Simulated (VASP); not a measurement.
Wanted: the native input for a VASP 6.6.1 run.

| Property | Result |
| --- | --- |
| Task | single point |
| Functional | LDA |
| Potentials or basis | VASP PAW LDA potentials, release 64 (Co) |
| Cutoff | 520 eV |
| k mesh | 12 × 12 × 7 |
| Occupations | fermi-dirac, width 0.05 eV |
| Spin | collinear spin, ferromagnetic start |
| Starting moments | [2.0, 2.0] μB |
| Dipole correction | no |
| Further INCAR settings | ALGO = Normal; EDIFF = 1e-06; NBANDS = 20 |

The structure of Co lies in POSCAR:

```
Co
1.0
    2.4215367659      0.0000000000      0.0000000000
   -1.2107683830      2.0971123555      0.0000000000
    0.0000000000      0.0000000000      3.9390568819
Co
2
Direct
    0.6666666667      0.3333333333      0.7500000000
    0.3333333333      0.6666666667      0.2500000000
```

This cell differs from its parent crystal: volume scaled by 0.94.

One way to write it, as run:

INCAR

```
SYSTEM = Co
PREC = Accurate ; ENCUT = 520
EDIFF = 1E-6 ; ISMEAR = -1
SIGMA = 0.05 ; LREAL = .False.
LASPH = .True. ; NELM = 150
ALGO = Normal ; ISIF = 2
LWAVE = .False. ; LCHARG = .False.
ISPIN = 2 ; MAGMOM = 2 2
LORBIT = 11 ; LMAXMIX = 4
GGA = CA ; NBANDS = 20
```

KPOINTS

```
regular mesh
0
Gamma
  12 12 7
  0 0 0
```

Potentials or basis: VASP PAW LDA potentials, release 64 (Co).

The run is started by

```bash
$ cat potpaw_LDA.64/Co/POTCAR > POTCAR
$ mpirun -np 1 vasp_std > vasp.out
```

It gave:

- Pressure: -1.1 GPa
- Net moment: 2.96 μB per cell
- Site moments: Co +1.47 μB
- Valence electrons inside the program's atomic spheres: Co 8.45

Wall time 22 s on 1 thread of Intel(R) Xeon(R) 6975P-C (Granite Rapids) (shared host), peak memory 0.15 GiB.
